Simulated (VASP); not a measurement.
# P (R-3m) in VASP: notebook, part 2 of 2

VASP 6.6.1. The steps go on from the part before.

### Step 3. Single point, PBE+D3(BJ) (15.35 Å³/atom)

This run uses another cell than the first one, of 15.35 Å³/atom.

Contents of INCAR:

```
PREC = Accurate ; ENCUT = 520
EDIFF = 1E-6 ; ISMEAR = 0
SIGMA = 0.05 ; LREAL = False
LASPH = True ; NELM = 100
ALGO = Normal ; ISIF = 2
LWAVE = False ; LCHARG = True
GGA = PE ; IVDW = 12
LELF = True ; LVHAR = True
NBANDS = 12
```

Contents of KPOINTS:

```
Automatic mesh
0
Gamma
  16 16 16
```

Contents of POSCAR:

```
P
1.0
    1.7255177752      0.9962281520      2.9766655031
   -1.7255177752      0.9962281520      2.9766655031
    0.0000000000     -1.9924563039      2.9766655032
P
2
Direct
    0.2319057389      0.2319057389      0.2319057389
    0.7680942611      0.7680942611      0.7680942611
```

Potentials or basis: VASP PAW PBE potentials, release 64 (P).

Launch:

```bash
> cat potpaw_PBE.64/P/POTCAR > POTCAR
> mpirun -np 1 vasp_std > vasp.out
```

OUTCAR:

```text
PREC = Accurate
   ENCUT = 520
   EDIFF = 1E-6
   ISMEAR = 0
   LREAL = False
   LASPH = True
   NELM = 100
   ISIF = 2
   GGA = PE
   IVDW = 12
 IVDW          = 12

 ion  position               nearest neighbor table
   1  0.232  0.232  0.232-   2 2.31   2 2.31   2 2.31   2 2.69   2 2.69   2 2.69
   2  0.768  0.768  0.768-   1 2.31   1 2.31   1 2.31   1 2.69   1 2.69   1 2.69

  LATTYP: Found a trigonal (rhomboedric) cell.
 ALAT       =     3.5819575152
 COS(alpha) =     0.5358824301

  Lattice vectors:

 A1 = (   1.7255177752,   0.9962281520,   2.9766655031)
 A2 = (  -1.7255177752,   0.9962281520,   2.9766655031)
 A3 = (   0.0000000000,  -1.9924563039,   2.9766655032)

Analysis of symmetry for initial positions (statically):
=====================================================================
 Subroutine PRICEL returns:
 Original cell was already a primitive cell.

 Routine SETGRP: Setting up the symmetry group for a
 trigonal (rhombohedral) supercell.

 Subroutine GETGRP returns: Found 12 space group operations
 (whereof 12 operations were pure point group operations)
 out of a pool of 12 trial point group operations.

The static configuration has the point symmetry D_3d.

Analysis of symmetry for dynamics (positions and initial velocities):
=====================================================================
 Subroutine PRICEL returns:
 Original cell was already a primitive cell.

 Routine SETGRP: Setting up the symmetry group for a
 trigonal (rhombohedral) supercell.

 Subroutine GETGRP returns: Found 12 space group operations
 (whereof 12 operations were pure point group operations)
 out of a pool of 12 trial point group operations.

The dynamic configuration has the point symmetry D_3d.

 Subroutine INISYM returns: Found 12 space group operations
 (whereof 12 operations are pure point group operations),
 and found     1 'primitive' translations

----------------------------------------------------------------------------------------

                                     Primitive cell

  volume of cell :      30.7015

  direct lattice vectors                    reciprocal lattice vectors
     1.725517775  0.996228152  2.976665503     0.289768096  0.167297688  0.111982127
    -1.725517775  0.996228152  2.976665503    -0.289768096  0.167297688  0.111982127
     0.000000000 -1.992456304  2.976665503     0.000000000 -0.334595376  0.111982127

  length of vectors
     3.581957515  3.581957515  3.581957515     0.352837161  0.352837161  0.352837161

  position of ions in fractional coordinates (direct lattice)
     0.231905739  0.231905739  0.231905739
     0.768094261  0.768094261  0.768094261

  ion indices of the primitive-cell ions
   primitive index   ion index
                 1           1
                 2           2

----------------------------------------------------------------------------------------

 KPOINTS: Automatic mesh

Automatic generation of k-mesh.
 Grid dimensions read from file:
 generate k-points for:   16   16   16

 Generating k-lattice:

  Cartesian coordinates                     Fractional coordinates (reciprocal lattice)
     0.018110506  0.010456106  0.006998883     0.062500000 -0.000000000  0.000000000
[... 42 lines left out ...]
   number of dos      NEDOS =    301   number of ions     NIONS =      2
   total plane-waves  NPLWV =  21952
   dimension x,y,z NGX =    28 NGY =   28 NGZ =   28
   dimension x,y,z NGXF=    56 NGYF=   56 NGZF=   56
   ions per type =               2
   NGX,Y,Z   is equivalent  to a cutoff of  13.00, 13.00, 13.00 a.u.
   NGXF,Y,Z  is equivalent  to a cutoff of  25.99, 25.99, 25.99 a.u.
 SYSTEM =  unknown system
   PREC   = accura    normal or accurate (medium, high low for compatibility)
   ISTART =      0    job   : 0-new  1-cont  2-samecut
   ICHARG =      2    charge: 1-file 2-atom 10-const
   ISPIN  =      1    spin polarized calculation?
   LNONCOLLINEAR =      F non collinear calculations
   LSORBIT =      F    spin-orbit coupling
   LASPH  =      T    aspherical Exc in radial PAW
   ENCUT  =  520.0 eV  38.22 Ry    6.18 a.u.   6.66  6.66  6.66*2*pi/ulx,y,z
   NELM   =    100;   NELMIN=  2; NELMDL= -5     # of ELM steps
   EDIFF  = 0.1E-05   stopping-criterion for ELM
   LREAL  =      F    real-space projection
   EDIFFG = 0.1E-04   stopping-criterion for IOM
   NSW    =      0    number of steps for IOM
   IBRION =     -1    ionic relax: 0-MD 1-quasi-New 2-CG
   NFREE  =      0    steps in history (QN), initial steepest desc. (CG)
   ISIF   =      2    stress and relaxation
   ISYM   =      2    0-nonsym 1-usesym 2-fastsym
   POTIM  = 0.5000    time-step for ionic-motion
   TEBEG  =    0.0;   TEEND  =   0.0 temperature during run
   PSTRESS=    0.0 pullay stress
   NELECT =      10.0000    total number of electrons
   NUPDOWN=      -1.0000    fix difference up-down
   EMIN   =  10.00;   EMAX   =-10.00  energy-range for DOS
   EFERMI =   0.00;   METHOD = LEGACY
   ISMEAR =     0;   SIGMA  =   0.05  broadening in eV -4-tet -1-fermi 0-gaus
   EFERMI_NEDOS =   21; number of points for ismear=-14 and -15
   IALGO  =     38    algorithm
   IMIX   =      4    mixing-type and parameters
     AMIX     =   0.40;   BMIX     =  1.00
     AMIX_MAG =   1.60;   BMIX_MAG =  1.00
  volume/ion in A,a.u.               =      15.35       103.59
  Fermi-wavevector in a.u.,A,eV,Ry     =   1.126389  2.128566 17.262415  1.268752
  Thomas-Fermi vector in A             =   2.263070
   LORBIT       =      0    0 simple, 1 ext, 2 COOP (PROOUT), +10 PAW based schemes
   GGA     = PE    functional components
   LHFCALC =     F    Hartree Fock is set to
   AEXX    =    0.0000 exact exchange contribution
   IVDW    =    12    specifies the selected vdW correction
   LEPSILON=     F    determine dielectric tensor
   LRPA    =     F    only Hartree local field effects (RPA)
 non-spin polarized calculation
 Gauss-broadening in eV      SIGMA  =   0.05
  energy-cutoff  :      520.00
  volume of cell :       30.70
 maximum number of plane-waves:       842
   NGX = 13   NGY = 13   NGZ = 13

 number of electron      10.0000001 magnetization

 Free energy of the ion-electron system (eV)
  ---------------------------------------------------
  ext. energy  EPLUGINS =         0.00000000
  ---------------------------------------------------
  free energy    TOTEN  =       -10.63797757 eV

  energy without entropy =      -10.63740248  energy(sigma->0) =      -10.63769003

 E-fermi :   9.5314     XC(G=0): -11.0016

 val. band max:        9.5289144074   @ k =   0.2500   0.1875   0.1250
 cond. band min:       9.5319605305   @ k =   0.1875   0.1875   0.1250
 fundamental gap:      0.0030461231
 Fermi energy:         9.5314284684

 k-point     1 :       0.0000    0.0000    0.0000
  band No.  band energies     occupation
      1      -7.2166      2.00000
      2       6.6352      2.00000
      3       6.6727      2.00000
      4       6.6902      2.00000
      5       6.6902      2.00000
      6      11.4741      0.00000
      7      12.6149      0.00000
      8      12.6149      0.00000
      9      15.0063      0.00000
     10      15.0063      0.00000
     11      16.1328      0.00000
     12      16.3369      0.00000
[... 331 lines left out ...]
 k-point    24 :      -0.0625    0.0625    0.0000
  band No.  band energies     occupation
      1      -7.0405      2.00000
      2       4.8464      2.00000
      3       6.3014      2.00000
      4       6.7959      2.00000
      5       7.9247      2.00000
      6      11.7346      0.00000
      7      12.2753      0.00000
      8      12.6625      0.00000
      9      14.0998      0.00000
     10      14.4533      0.00000
     11      15.6009      0.00000
     12      17.1993      0.00000

 [... further k-points ...]

------------------------ aborting loop because EDIFF is reached ----------------------------------------

 Edisp (eV)   -0.92080

 E8    (eV) :    -0.3487

  FORCE on cell =-STRESS in cart. coord.  units (eV):
  Direction    XX          YY          ZZ          XY          YZ          ZX
  --------------------------------------------------------------------------------------
  -------------------------------------------------------------------------------------
  Total      -0.46867    -0.46867    -0.44685     0.00000     0.00000     0.00000
  in kB     -24.45759   -24.45759   -23.31895     0.00000     0.00000     0.00000
  external pressure =      -24.08 kB  Pullay stress =        0.00 kB

 VOLUME and BASIS-vectors are now :
 -----------------------------------------------------------------------------
  energy-cutoff  :      520.00
  volume of cell :       30.70
      direct lattice vectors                 reciprocal lattice vectors
     1.725517775  0.996228152  2.976665503     0.289768096  0.167297688  0.111982127
    -1.725517775  0.996228152  2.976665503    -0.289768096  0.167297688  0.111982127
     0.000000000 -1.992456304  2.976665503     0.000000000 -0.334595376  0.111982127

 POSITION                                       TOTAL-FORCE (eV/Angst)
 -----------------------------------------------------------------------------------
      0.00000      0.00000      2.07092         0.000000     -0.000000     -0.043904
      0.00000      0.00000      6.85908         0.000000      0.000000      0.043904
 -----------------------------------------------------------------------------------
    total drift:                               -0.000000     -0.000000     -0.000000

  FREE ENERGIE OF THE ION-ELECTRON SYSTEM (eV)
  ---------------------------------------------------
  free  energy   TOTEN  =       -11.5587762399 eV

  energy  without entropy=      -11.5582011488  energy(sigma->0) =      -11.55848869
```

OSZICAR:

```text
N       E                     dE             d eps       ncg     rms          rms(c)
DAV:   1     0.217576086926E+02    0.21758E+02   -0.45674E+03 10024   0.724E+02
DAV:   2    -0.949967865045E+01   -0.31257E+02   -0.29652E+02 13288   0.118E+02
DAV:   3    -0.106509163025E+02   -0.11512E+01   -0.11404E+01 13012   0.211E+01
DAV:   4    -0.106579750085E+02   -0.70587E-02   -0.70575E-02 11796   0.198E+00
DAV:   5    -0.106580266790E+02   -0.51670E-04   -0.51669E-04 13156   0.165E-01    0.696E+00
DAV:   6    -0.106442785580E+02    0.13748E-01   -0.52726E-03 11844   0.448E-01    0.414E+00
DAV:   7    -0.106377615179E+02    0.65170E-02   -0.11410E-02 11868   0.717E-01    0.107E-01
DAV:   8    -0.106379427479E+02   -0.18123E-03   -0.10101E-03 11968   0.216E-01    0.520E-02
DAV:   9    -0.106379661799E+02   -0.23432E-04   -0.55324E-05 12664   0.514E-02    0.370E-02
DAV:  10    -0.106379772184E+02   -0.11039E-04   -0.14994E-05 11820   0.266E-02    0.714E-03
DAV:  11    -0.106379775720E+02   -0.35360E-06   -0.34475E-07  8048   0.415E-03
   1 F= -.11558776E+02 E0= -.11558489E+02  d E =-.575091E-03
```

stdout:

```text
POSCAR found type information on POSCAR P
 POSCAR found :  1 types and       2 ions
 scaLAPACK will be used
 LDA part: xc-table for (Slater+PW92), standard interpolation
 POSCAR, INCAR and KPOINTS ok, starting setup
 FFT: planning ... GRIDC
 FFT: planning ... GRID_SOFT
 FFT: planning ... GRID
 WAVECAR not read
 entering main loop
```

It took 61 s on 1 thread of AMD EPYC 9R45 (Zen 5), shared host; peak memory 0.22 GiB.

What came out:

| Property | Result |
| --- | --- |
| Free energy | -11.5588 eV |
| Pressure | -2.4 GPa |
| Largest force | 0.044 eV/Å |
| Band gap on the k mesh | zero (bands 5 and 6 overlap by 1.18 eV) |
| Dispersion energy per atom | -0.460 eV |

Forces in eV/Å, atoms in the order of the input:
```
P    0.000  0.000 -0.044
P    0.000  0.000  0.044
```

The gap in the log of VASP goes by the Fermi energy; the results here count the filled bands.